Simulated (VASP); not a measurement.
InSb3:

```
In Sb
1.0
     4.80637    0.00000    0.00000
     0.00000    4.80637    0.00000
     0.00000    0.00000    4.80637
In Sb
1 3
Direct
  0.00000 0.00000 0.00000
  0.50000 0.00000 0.50000
  0.00000 0.50000 0.50000
  0.50000 0.50000 0.00000
```

Base run:

- Program: VASP 6.6.1
- Functional: PBE
- Potentials or basis: VASP PAW PBE potentials, release 64 (In_d, Sb)
- Cutoff: 520 eV
- k mesh: 6 × 6 × 6
- Occupations: tetrahedron
- Spin: no spin polarisation

Its results: band gap on the k mesh zero (bands 14 and 15 overlap by 4.62 eV); pressure 0.0 GPa.

After a change of settings the same cell gave: band gap on the k mesh zero (bands 14 and 15 overlap by 4.46 eV); pressure 5.3 GPa. Which change was it?
A. k mesh from 6 × 6 × 6 to 1 × 1 × 1; occupations from tetrahedron to methfessel-paxton, width 0.136057 eV
B. occupations from tetrahedron to fermi-dirac, width 0.069 eV
C. functional from PBE to BLYP; occupations from tetrahedron to gaussian, width 0.1 eV

C.

Caveats: spin-orbit coupling is left out, which moves the levels of the heavy elements; tetrahedron occupations give inexact forces and stress in metals (at least some runs); the cell stands under pressure (at least some runs); the PAW data sets were made with another functional, which shifts forces and pressure a little (at least some runs).
